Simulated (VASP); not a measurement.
Set up this calculation in VASP 6.6.1, as the native input.

```
Task                   : electric field gradients
Functional             : PBE
Potentials or basis    : VASP PAW PBE potentials, release 64 (Al)
Cutoff                 : 520 eV
k mesh                 : 14 × 14 × 14
Occupations            : fermi-dirac, width 0.05 eV
Spin                   : no spin polarisation
Dipole correction      : no
Further INCAR settings : ALGO = Normal; EDIFF = 1e-08; NBANDS = 8
```

The structure of Al lies in POSCAR:

```
Al
1.0
   -0.0404796000      2.0037402000      2.0037402000
    2.0037402000     -0.0404796000      2.0037402000
    2.0037402000      2.0037402000     -0.0404796000
Al
1
Direct
    0.0000000000      0.0000000000      0.0000000000
```

This cell differs from its parent crystal: equal xy, yz and zx shear strains of -2 %.

The input as run:

INCAR

```
PREC = Accurate
ENCUT = 520
EDIFF = 1E-8
ISMEAR = -1
SIGMA = 0.05
LREAL = F
LASPH = T
NELM = 80
ALGO = Normal
ISIF = 2
LWAVE = F
LCHARG = F
GGA = PE
LEFG = T
NBANDS = 8
```

KPOINTS

```
regular mesh
0
Gamma
  14 14 14
```

Potentials or basis: VASP PAW PBE potentials, release 64 (Al).

Command:

```sh
$ cat potpaw_PBE.64/Al/POTCAR > POTCAR
$ mpirun -np 1 vasp_std > vasp.out
```

It gave:

```yaml
Pressure: -0.5 GPa
```

Caveat: the cell differs from its parent crystal (equal xy, yz and zx shear strains of -2 %); without QUAD_EFG the Cq values of the log hold for a quadrupole moment of 1 mb, not for the nuclei.

Wall time 23 s on 1 thread of AMD EPYC 9R45 96-Core Processor (Zen 5), with other jobs on the host, peak memory 0.12 GiB.
